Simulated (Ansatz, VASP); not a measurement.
**MgO: VASP beside Ansatz**

File POSCAR:

```
MgO
1.0
    3.3077870000      0.0000000000      0.0000000000
   -1.6538935000      2.8646275723      0.0000000000
    0.0000000000      0.0000000000      4.9828820000
Mg O
2 2
Direct
    0.3333333333      0.6666666667      0.0021597400
    0.6666666667      0.3333333333      0.5021597400
    0.3333333333      0.6666666667      0.4024402600
    0.6666666667      0.3333333333      0.9024402600
```

File INCAR.step1:

```
SYSTEM = MgO
PREC = Accurate ; ENCUT = 520
ISMEAR = 0 ; SIGMA = 0.01
LREAL = .FALSE. ; LASPH = .TRUE.
NELM = 80 ; NBANDS = 16
GGA = PE ; ALGO = Normal
EDIFF = 1E-4 ; LWAVE = .TRUE.
LCHARG = .FALSE.
```

The input INCAR.step2:

```
SYSTEM = MgO
PREC = Accurate ; ENCUT = 520
EDIFF = 1E-6 ; ISMEAR = 0
SIGMA = 0.01 ; LREAL = .FALSE.
LASPH = .TRUE. ; NELM = 80
ALGO = Normal ; ISIF = 2
LWAVE = .FALSE. ; LCHARG = .FALSE.
METAGGA = R2SCAN ; LMIXTAU = .TRUE.
NBANDS = 16 ; ISTART = 1
```

File KPOINTS:

```
regular mesh
0
G
  12 12 4
  0 0 0
```

Input for Ansatz:

```yaml
crystal:
  lattice:
    a: 3.307787
    b: 3.307787
    c: 4.982882
    alpha: 90.0
    beta: 90.0
    gamma: 120.0
  atoms:
    - { symbol: Mg, position: [0.3333333333333333, 0.6666666666666666, 0.00215974] }
    - { symbol: Mg, position: [0.6666666666666666, 0.3333333333333333, 0.50215974] }
    - { symbol: O, position: [0.3333333333333333, 0.6666666666666666, 0.40244026] }
    - { symbol: O, position: [0.6666666666666666, 0.3333333333333333, 0.90244026] }
basis:
  ecutwfc: 557.833418042754
kpoints:
  mp_grid:
    grid: [12, 12, 4]
    shift: [0.0, 0.0, 0.0]
hamiltonian:
  xc: r2scan
scf:
  n_extra_bands: 14
  occupations:
    method: fixed
output:
  dos:
    de: 0.1
    method:
      smearing:
        sigma: 0.15
    projected: true
```

Alike in both runs: task single point; functional r2SCAN; k mesh 12 × 12 × 4; no spin polarisation.

```csv
,VASP,Ansatz
version,VASP 6.6.1,Ansatz 0.2.0
potentials or method,"VASP PAW PBE potentials, release 64 (Mg, O), cutoff 520 eV","plane waves, PAW"
occupations,"gaussian, width 0.01 eV",fixed
valence electrons in the cell,16,32
```

Ansatz gave:

| Quantity | Value |
| --- | --- |
| gap on the k mesh at the Fermi level (eV) | 4.14 |

Problem. Which values does VASP return?

Solution. gap on the k mesh at the Fermi level (eV): 4.13.

VASP's potentials were made for PBE, not for r2SCAN. VASP's potentials hold 16 valence electrons a cell and Ansatz's 32, so a difference there can come from the potentials and not from the codes.
